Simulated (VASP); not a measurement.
A run of VASP 6.6.1 is set up as follows.

Contents of INCAR:

```
SYSTEM = SrFeBiO2
PREC = Accurate
ENCUT = 520
EDIFF = 1E-7
ISMEAR = -1
SIGMA = 0.1
LREAL = .FALSE.
LASPH = .TRUE.
NELM = 60
ALGO = Normal
ISIF = 2
LWAVE = .FALSE.
LCHARG = .FALSE.
GGA = PE
NBANDS = 56
```

KPOINTS

```
regular mesh
0
G
  4 4 4
  0 0 0
```

The input POSCAR:

```
SrFeBiO2
1.0
    5.3730180000      0.0000000000      0.0000000000
    2.6865090000     -6.1918300000      0.0000000000
    0.0000000000      0.0000000000     -5.2485810000
Fe O Sr Bi
2 4 2 2
Direct
    0.7445000000      0.5110000000      0.7500000000
    0.2555000000      0.4890000000      0.2500000000
    0.2470000000      0.0000000000      0.0000000000
    0.7530000000      0.0000000000      0.5000000000
    0.7530000000      0.0000000000      0.0000000000
    0.2470000000      0.0000000000      0.5000000000
    0.4050000000      0.1900000000      0.7500000000
    0.5950000000      0.8100000000      0.2500000000
    0.0739000000      0.8522000000      0.7500000000
    0.9261000000      0.1478000000      0.2500000000
```

Potentials or basis: VASP PAW PBE potentials, release 64 (Fe, O, Sr_sv, Bi_d).

The run is started by

```bash
$ cat potpaw_PBE.64/Fe/POTCAR potpaw_PBE.64/O/POTCAR potpaw_PBE.64/Sr_sv/POTCAR potpaw_PBE.64/Bi_d/POTCAR > POTCAR
$ mpirun -np 1 vasp_std > vasp.out
```

(1) Predict the pressure.

(2) What does it give for the band gap on the k mesh?

(3) What does it give for the largest force?

## Answers

(1) 26.5 GPa.

(2) zero (bands 45 and 46 overlap by 0.18 eV).

(3) 6.468 eV/Å.

Caveat: the stress differs along the axes, from 23 to 30 GPa; spin-orbit coupling is left out, which moves the levels of the heavy elements; the run has no spin polarisation, though such a crystal can be magnetic; forces of over 1 eV/Å act on the atoms, so gaps and moduli don't describe the material at rest.
